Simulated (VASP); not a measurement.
# CoO (Fm-3m) in VASP: further runs

CoO is run at these levels: LDA; tasks: single point.

All numbers are computed with VASP 6.6.1; they aren't measurements. Logs are shortened: lines on timing, memory, paths and dates and some standing lists are left out, and cuts for length are marked.

## 1. The cell of the first run

It takes space group Fm-3m (No. 225, cubic). Conventional cell: a = 4.291 Å, b = 4.291 Å, c = 4.291 Å, α = 90.00°, β = 90.00°, γ = 90.00°. Within 2.8 Å of Co (site symmetry m-3m) lie 6 O at 2.15 Å. Within 2.8 Å of O (site symmetry m-3m) lie 6 Co at 2.15 Å.

## 2. Single point, LDA, collinear spin, ferromagnetic start

Contents of INCAR:

```
  ALGO = Normal
  EDIFF = 1E-6
  ENCUT = 520
  ISIF = 2
  ISMEAR = -1
  ISPIN = 2
  LASPH = T
  LCHARG = F
  LMAXMIX = 4
  LORBIT = 11
  LREAL = F
  LWAVE = F
  MAGMOM = 2 0
  NBANDS = 18
  NELM = 150
  PREC = Accurate
  SIGMA = 0.05
```

Contents of KPOINTS:

```
k-points
0
Gamma
  11 11 11
```

Contents of POSCAR:

```
CoO
1.0
    0.0000000000      2.1456163054      2.1456163054
    2.1456163054      0.0000000000      2.1456163054
    2.1456163054      2.1456163054      0.0000000000
Co O
1 1
Direct
    0.0000000000      0.0000000000      0.0000000000
    0.5000000000      0.5000000000      0.5000000000
```

Potentials or basis: VASP PAW LDA potentials, release 64 (Co, O).

On the command line:

```sh
$ cat potpaw_LDA.64/Co/POTCAR potpaw_LDA.64/O/POTCAR > POTCAR
$ mpirun -np 1 vasp_std > vasp.out
```

OUTCAR:

```text
EDIFF = 1E-6
   ENCUT = 520
   ISIF = 2
   ISMEAR = -1
   ISPIN = 2
   LASPH = T
   LORBIT = 11
   LREAL = F
   NELM = 150
   PREC = Accurate

 ion  position               nearest neighbor table
   1  0.000  0.000  0.000-   2 2.15   2 2.15   2 2.15   2 2.15   2 2.15   2 2.15
   2  0.500  0.500  0.500-   1 2.15   1 2.15   1 2.15   1 2.15   1 2.15   1 2.15

  LATTYP: Found a face centered cubic cell.
 ALAT       =     4.2912326108

  Lattice vectors:

 A1 = (   0.0000000000,   2.1456163054,   2.1456163054)
 A2 = (   2.1456163054,   0.0000000000,   2.1456163054)
 A3 = (   2.1456163054,   2.1456163054,   0.0000000000)

Analysis of symmetry for initial positions (statically):
=====================================================================
 Subroutine PRICEL returns:
 Original cell was already a primitive cell.

 Routine SETGRP: Setting up the symmetry group for a
 face centered cubic supercell.

 Subroutine GETGRP returns: Found 48 space group operations
 (whereof 48 operations were pure point group operations)
 out of a pool of 48 trial point group operations.

The static configuration has the point symmetry O_h .

Analysis of symmetry for dynamics (positions and initial velocities):
=====================================================================
 Subroutine PRICEL returns:
 Original cell was already a primitive cell.

 Routine SETGRP: Setting up the symmetry group for a
 face centered cubic supercell.

 Subroutine GETGRP returns: Found 48 space group operations
 (whereof 48 operations were pure point group operations)
 out of a pool of 48 trial point group operations.

The dynamic configuration has the point symmetry O_h .

Analysis of structural, dynamic, and magnetic symmetry:
=====================================================================
 Subroutine PRICEL returns:
 Original cell was already a primitive cell.

 Routine SETGRP: Setting up the symmetry group for a
 face centered cubic supercell.

 Subroutine GETGRP returns: Found 48 space group operations
 (whereof 48 operations were pure point group operations)
 out of a pool of 48 trial point group operations.

The overall configuration has the point symmetry O_h .

 Subroutine INISYM returns: Found 48 space group operations
 (whereof 48 operations are pure point group operations),
 and found     1 'primitive' translations

----------------------------------------------------------------------------------------

                                     Primitive cell

  volume of cell :      19.7554

  direct lattice vectors                    reciprocal lattice vectors
     0.000000000  2.145616305  2.145616305    -0.233033278  0.233033278  0.233033278
     2.145616305  0.000000000  2.145616305     0.233033278 -0.233033278  0.233033278
     2.145616305  2.145616305  0.000000000     0.233033278  0.233033278 -0.233033278

  length of vectors
     3.034359679  3.034359679  3.034359679     0.403625477  0.403625477  0.403625477

  position of ions in fractional coordinates (direct lattice)
     0.000000000  0.000000000  0.000000000
     0.500000000  0.500000000  0.500000000

  ion indices of the primitive-cell ions
   primitive index   ion index
                 1           1
                 2           2

----------------------------------------------------------------------------------------

 KPOINTS: k-points

Automatic generation of k-mesh.
 Grid dimensions read from file:
 generate k-points for:   11   11   11

 Generating k-lattice:

  Cartesian coordinates                     Fractional coordinates (reciprocal lattice)
    -0.021184843  0.021184843  0.021184843     0.090909091  0.000000000  0.000000000
     0.021184843 -0.021184843  0.021184843     0.000000000  0.090909091  0.000000000
     0.021184843  0.021184843 -0.021184843     0.000000000  0.000000000  0.090909091

  Length of vectors
     0.036693225  0.036693225  0.036693225

  Shift w.r.t. Gamma in fractional coordinates (k-lattice)
     0.000000000  0.000000000  0.000000000

 Subroutine IBZKPT returns following result:
 ===========================================

 Found     56 irreducible k-points:

 Following reciprocal coordinates:
            Coordinates               Weight
  0.000000  0.000000  0.000000      1.000000
  0.090909  0.000000  0.000000      8.000000
  0.181818  0.000000  0.000000      8.000000
  0.272727  0.000000  0.000000      8.000000
  0.363636  0.000000  0.000000      8.000000
  0.454545  0.000000  0.000000      8.000000
[... 16 lines left out ...]
 -0.272727  0.181818  0.000000     24.000000
 -0.181818  0.181818  0.000000     12.000000
 [... further k-points ...]
   k-points           NKPTS =     56   k-points in BZ     NKDIM =     56   number of bands    NBANDS=     18
   number of dos      NEDOS =    301   number of ions     NIONS =      2
   total plane-waves  NPLWV =  13824
   dimension x,y,z NGX =    24 NGY =   24 NGZ =   24
   dimension x,y,z NGXF=    48 NGYF=   48 NGZF=   48
   ions per type =               1   1
   NGX,Y,Z   is equivalent  to a cutoff of  13.15, 13.15, 13.15 a.u.
   NGXF,Y,Z  is equivalent  to a cutoff of  26.30, 26.30, 26.30 a.u.
 SYSTEM =  unknown system
   PREC   = accura    normal or accurate (medium, high low for compatibility)
   ISTART =      0    job   : 0-new  1-cont  2-samecut
   ICHARG =      2    charge: 1-file 2-atom 10-const
   ISPIN  =      2    spin polarized calculation?
   LNONCOLLINEAR =      F non collinear calculations
   LSORBIT =      F    spin-orbit coupling
   LASPH  =      T    aspherical Exc in radial PAW
   ENCUT  =  520.0 eV  38.22 Ry    6.18 a.u.   5.64  5.64  5.64*2*pi/ulx,y,z
   NELM   =    150;   NELMIN=  2; NELMDL= -5     # of ELM steps
   EDIFF  = 0.1E-05   stopping-criterion for ELM
   LREAL  =      F    real-space projection
   EDIFFG = 0.1E-04   stopping-criterion for IOM
   NSW    =      0    number of steps for IOM
   IBRION =     -1    ionic relax: 0-MD 1-quasi-New 2-CG
   NFREE  =      0    steps in history (QN), initial steepest desc. (CG)
   ISIF   =      2    stress and relaxation
   ISYM   =      2    0-nonsym 1-usesym 2-fastsym
   POTIM  = 0.5000    time-step for ionic-motion
   TEBEG  =    0.0;   TEEND  =   0.0 temperature during run
   PSTRESS=    0.0 pullay stress
   NELECT =      15.0000    total number of electrons
   NUPDOWN=      -1.0000    fix difference up-down
   EMIN   =  10.00;   EMAX   =-10.00  energy-range for DOS
   EFERMI =   0.00;   METHOD = LEGACY
   ISMEAR =    -1;   SIGMA  =   0.05  broadening in eV -4-tet -1-fermi 0-gaus
   EFERMI_NEDOS =   21; number of points for ismear=-14 and -15
   IALGO  =     38    algorithm
   IMIX   =      4    mixing-type and parameters
     AMIX     =   0.40;   BMIX     =  1.00
     AMIX_MAG =   1.60;   BMIX_MAG =  1.00
  volume/ion in A,a.u.               =       9.88        66.66
  Fermi-wavevector in a.u.,A,eV,Ry     =   1.493516  2.822336 30.349017  2.230590
  Thomas-Fermi vector in A             =   2.605906
   LORBIT       =     11    0 simple, 1 ext, 2 COOP (PROOUT), +10 PAW based schemes
   GGA     = CA    functional components
   LHFCALC =     F    Hartree Fock is set to
   AEXX    =    0.0000 exact exchange contribution
   IVDW    =     0    specifies the selected vdW correction
   LEPSILON=     F    determine dielectric tensor
   LRPA    =     F    only Hartree local field effects (RPA)
 spin polarized calculation
  energy-cutoff  :      520.00
  volume of cell :       19.76
 maximum number of plane-waves:       542
   NGX = 11   NGY = 11   NGZ = 11

 number of electron      15.0000007 magnetization       2.8237127

 Free energy of the ion-electron system (eV)
  ---------------------------------------------------
  ext. energy  EPLUGINS =         0.00000000
  ---------------------------------------------------
  free energy    TOTEN  =       -14.60326437 eV

  energy without entropy =      -14.56813880  energy(sigma->0) =      -14.58570159

 E-fermi :   7.3231     XC(G=0): -12.7627

 val. band max:        7.3130680638   @ k =   0.4545   0.2727   0.0909
 cond. band min:       7.3255800787   @ k =  -0.4545   0.2727   0.0000
 fundamental gap:      0.0125120149
 Fermi energy:         7.3231424907

 spin component 1

 k-point     1 :       0.0000    0.0000    0.0000
  band No.  band energies     occupation
      1     -12.5344      1.00000
      2       4.1340      1.00000
      3       4.1340      1.00000
      4       4.1340      1.00000
      5       4.3660      1.00000
      6       4.3660      1.00000
[... 10 lines left out ...]
     17      28.1586      0.00000
     18      31.7990      0.00000
[... 463 lines left out ...]
 k-point    24 :      -0.1818    0.1818    0.0000
  band No.  band energies     occupation
      1     -11.7959      1.00000
      2       0.7546      1.00000
      3       1.8962      1.00000
      4       2.3929      1.00000
      5       4.6955      1.00000
      6       4.8352      1.00000
[... 10 lines left out ...]
     17      34.5313      0.00000
     18      36.3400      0.00000

 [... further k-points ...]

 spin component 2

 k-point     1 :       0.0000    0.0000    0.0000
  band No.  band energies     occupation
      1     -12.0269      1.00000
      2       4.7029      1.00000
      3       4.7029      1.00000
      4       4.7029      1.00000
      5       6.2787      1.00000
      6       6.2787      1.00000
[... 10 lines left out ...]
     17      28.9555      0.00000
     18      32.5630      0.00000
[... 463 lines left out ...]
 k-point    24 :      -0.1818    0.1818    0.0000
  band No.  band energies     occupation
      1     -11.2685      1.00000
      2       1.4434      1.00000
      3       3.0733      1.00000
      4       3.1807      1.00000
      5       6.6750      1.00000
      6       7.0721      0.99344
[... 10 lines left out ...]
     17      35.1052      0.00000
     18      36.8929      0.00000

 [... further k-points ...]
[... 5 lines left out ...]
  --------------------------------------------------------------------------------------
  -------------------------------------------------------------------------------------
  Total       -2.8243172     -2.8243172     -2.8243172      0.0000000      0.0000000      0.0000000
  in kB     -229.0539942   -229.0539942   -229.0539942      0.0000000      0.0000000      0.0000000
  external PRESSURE =    -229.0539942 kB  Pullay stress =       0.0000000 kB

 VOLUME and BASIS-vectors are now :
 -----------------------------------------------------------------------------
  energy-cutoff  :      520.00
  volume of cell :       19.76
      direct lattice vectors                 reciprocal lattice vectors
     0.000000000  2.145616305  2.145616305    -0.233033278  0.233033278  0.233033278
     2.145616305  0.000000000  2.145616305     0.233033278 -0.233033278  0.233033278
     2.145616305  2.145616305  0.000000000     0.233033278  0.233033278 -0.233033278

 POSITION                                       TOTAL-FORCE (eV/Angst)
 -----------------------------------------------------------------------------------
      0.00000      0.00000      0.00000         0.000000     -0.000000      0.000000
      2.14562      2.14562      2.14562         0.000000      0.000000      0.000000
 -----------------------------------------------------------------------------------
    total drift:                                0.000000     -0.000000     -0.000000

  FREE ENERGIE OF THE ION-ELECTRON SYSTEM (eV)
  ---------------------------------------------------
  free  energy   TOTEN  =       -14.6032643678 eV

  energy  without entropy=      -14.5681388035  energy(sigma->0) =      -14.58570159

 total charge

# of ion       s       p       d       tot
------------------------------------------
    1        0.291   0.344   7.165   7.800
    2        1.546   3.372   0.000   4.917
--------------------------------------------------
tot          1.836   3.716   7.165  12.717

 magnetization (x)

# of ion       s       p       d       tot
------------------------------------------
    1        0.019   0.017   2.419   2.455
    2        0.028   0.279   0.000   0.306
--------------------------------------------------
tot          0.046   0.296   2.419   2.761
```

Wall time 34 s (1 thread of Intel Xeon 6975P-C (Granite Rapids), shared host); peak memory 0.15 GiB.

Results:

```
Free energy                                           : -14.6033 eV
Pressure                                              : -22.9 GPa
Net moment                                            : 2.82 μB per cell
Site moments                                          : Co +2.46; O +0.31 μB
Valence electrons inside the program's atomic spheres : Co 7.80; O 4.92
```

Caveat: the cell stands under tension; a cell with one magnetic atom can't hold antiferromagnetic order, which such compounds often take; semilocal functionals often make such compounds metallic where correlation or magnetic order opens a gap, which also shifts bond lengths.

## 3. Single point, LDA, collinear spin, ferromagnetic start

This run uses another cell than the first one, of 10.07 Å³/atom.

Contents of INCAR:

```
ALGO     = Normal         # electronic algorithm
EDIFF    = 1E-7           # SCF threshold, eV
ENCUT    = 520            # plane-wave cutoff, eV
GGA      = CA             # functional
ISIF     = 2              # what is computed and relaxed
ISMEAR   = -1             # smearing method
ISPIN    = 2              # spin polarisation
LASPH    = True           # aspherical terms in the spheres
LCHARG   = False          # write CHGCAR
LMAXMIX  = 4              # l up to which the mixer works
LORBIT   = 11             # projections on sites
LREAL    = False          # projectors in reciprocal space
LWAVE    = False          # write WAVECAR
MAGMOM   = 2 0            # initial moments
NBANDS   = 18             # bands
NELM     = 150            # most SCF steps
PREC     = Accurate       # precision mode
SIGMA    = 0.05           # smearing width, eV
```

KPOINTS is that of step 2.

Contents of POSCAR:

```
CoO
1.0
    0.0000000000      2.1595492692      2.1595492692
    2.1595492692      0.0000000000      2.1595492692
    2.1595492692      2.1595492692      0.0000000000
Co O
1 1
Direct
    0.0000000000      0.0000000000      0.0000000000
    0.5000000000      0.5000000000      0.5000000000
```

Potentials or basis: VASP PAW LDA potentials, release 64 (Co, O).

On the command line:

```sh
$ cat potpaw_LDA.64/Co/POTCAR potpaw_LDA.64/O/POTCAR > POTCAR
$ mpirun -np 1 vasp_std > vasp.out
```

OUTCAR:

```text
EDIFF = 1E-7
   ENCUT = 520
   GGA = CA
   ISIF = 2
   ISMEAR = -1
   ISPIN = 2
   LASPH = True
   LORBIT = 11
   LREAL = False
   NELM = 150
   PREC = Accurate

 ion  position               nearest neighbor table
   1  0.000  0.000  0.000-   2 2.16   2 2.16   2 2.16   2 2.16   2 2.16   2 2.16
   2  0.500  0.500  0.500-   1 2.16   1 2.16   1 2.16   1 2.16   1 2.16   1 2.16

  LATTYP: Found a face centered cubic cell.
 ALAT       =     4.3190985384

  Lattice vectors:

 A1 = (   0.0000000000,   2.1595492692,   2.1595492692)
 A2 = (   2.1595492692,   0.0000000000,   2.1595492692)
 A3 = (   2.1595492692,   2.1595492692,   0.0000000000)

Analysis of symmetry for initial positions (statically):
=====================================================================
 Subroutine PRICEL returns:
 Original cell was already a primitive cell.

 Routine SETGRP: Setting up the symmetry group for a
 face centered cubic supercell.

 Subroutine GETGRP returns: Found 48 space group operations
 (whereof 48 operations were pure point group operations)
[... 693 lines left out ...]

 k-point     1 :       0.0000    0.0000    0.0000
  band No.  band energies     occupation
      1     -12.1024      1.00000
      2       4.5372      1.00000
      3       4.5372      1.00000
      4       4.5372      1.00000
      5       6.0504      1.00000
      6       6.0504      1.00000
[... 493 lines left out ...]
     17      34.5310      0.00000
     18      36.3258      0.00000

 [... further k-points ...]
[... 5 lines left out ...]
  --------------------------------------------------------------------------------------
  -------------------------------------------------------------------------------------
  Total       -3.1113086     -3.1113086     -3.1113086     -0.0000000      0.0000000      0.0000000
  in kB     -247.4767067   -247.4767067   -247.4767067     -0.0000000      0.0000000      0.0000000
  external PRESSURE =    -247.4767067 kB  Pullay stress =       0.0000000 kB

 VOLUME and BASIS-vectors are now :
 -----------------------------------------------------------------------------
  energy-cutoff  :      520.00
  volume of cell :       20.14
      direct lattice vectors                 reciprocal lattice vectors
     0.000000000  2.159549269  2.159549269    -0.231529795  0.231529795  0.231529795
     2.159549269  0.000000000  2.159549269     0.231529795 -0.231529795  0.231529795
     2.159549269  2.159549269  0.000000000     0.231529795  0.231529795 -0.231529795

 POSITION                                       TOTAL-FORCE (eV/Angst)
 -----------------------------------------------------------------------------------
      0.00000      0.00000      0.00000        -0.000000     -0.000000     -0.000000
      2.15955      2.15955      2.15955         0.000000      0.000000      0.000000
 -----------------------------------------------------------------------------------
    total drift:                                0.000000     -0.000000     -0.000000

  FREE ENERGIE OF THE ION-ELECTRON SYSTEM (eV)
  ---------------------------------------------------
  free  energy   TOTEN  =       -14.5462240533 eV

  energy  without entropy=      -14.5107065309  energy(sigma->0) =      -14.52846529

 total charge

# of ion       s       p       d       tot
------------------------------------------
    1        0.286   0.333   7.150   7.769
    2        1.545   3.364   0.000   4.909
--------------------------------------------------
tot          1.832   3.696   7.150  12.677

 magnetization (x)

# of ion       s       p       d       tot
------------------------------------------
    1        0.018   0.017   2.456   2.491
    2        0.027   0.290   0.000   0.318
--------------------------------------------------
tot          0.045   0.307   2.456   2.808
```

OSZICAR:

```text
N       E                     dE             d eps       ncg     rms          rms(c)
DAV:   1     0.748783377443E+02    0.74878E+02   -0.64740E+03  4144   0.951E+02
DAV:   2    -0.121869356282E+02   -0.87065E+02   -0.74796E+02  4250   0.219E+02
DAV:   3    -0.169943045662E+02   -0.48074E+01   -0.46535E+01  4714   0.548E+01
DAV:   4    -0.170443906639E+02   -0.50086E-01   -0.50023E-01  4852   0.535E+00
DAV:   5    -0.170455436859E+02   -0.11530E-02   -0.11528E-02  4992   0.829E-01    0.159E+01
DAV:   6    -0.164011243215E+02    0.64442E+00   -0.18583E+01  5072   0.621E+01    0.228E+01
DAV:   7    -0.147291646045E+02    0.16720E+01   -0.10865E+01  5062   0.525E+01    0.797E+00
DAV:   8    -0.145699235889E+02    0.15924E+00   -0.50327E-01  5564   0.104E+01    0.394E+00
DAV:   9    -0.145775607857E+02   -0.76372E-02   -0.34395E-01  5998   0.914E+00    0.326E+00
DAV:  10    -0.145499132086E+02    0.27648E-01   -0.10270E-01  5998   0.574E+00    0.830E-01
DAV:  11    -0.145464766579E+02    0.34366E-02   -0.32491E-02  5730   0.256E+00    0.338E-01
DAV:  12    -0.145462344008E+02    0.24226E-03   -0.31390E-03  5766   0.689E-01    0.556E-02
DAV:  13    -0.145462365889E+02   -0.21882E-05   -0.15137E-04  4484   0.988E-02    0.478E-02
DAV:  14    -0.145462252362E+02    0.11353E-04   -0.63221E-06  5408   0.294E-02    0.162E-02
DAV:  15    -0.145462248723E+02    0.36388E-06   -0.14935E-06  5564   0.165E-02    0.164E-02
DAV:  16    -0.145462240270E+02    0.84530E-06   -0.47811E-06  5782   0.319E-02    0.216E-03
DAV:  17    -0.145462240533E+02   -0.26297E-07   -0.30280E-07  4428   0.460E-03
   1 F= -.14546224E+02 E0= -.14528465E+02  d E =-.355175E-01  mag=     2.8747
```

It took 37 s on 1 thread of Intel Xeon 6975P-C (Granite Rapids), shared host; peak memory 0.15 GiB.

What came out:

```
Free energy                                           : -14.5462 eV
Pressure                                              : -24.7 GPa
Net moment                                            : 2.87 μB per cell
Site moments                                          : Co +2.49; O +0.32 μB
Valence electrons inside the program's atomic spheres : Co 7.77; O 4.91
```

Caveat: the cell stands under tension; a cell with one magnetic atom can't hold antiferromagnetic order, which such compounds often take; semilocal functionals often make such compounds metallic where correlation or magnetic order opens a gap, which also shifts bond lengths. With open d or f shells a metallic result of LDA can be an artefact of self-interaction; +U or a hybrid may open a gap.
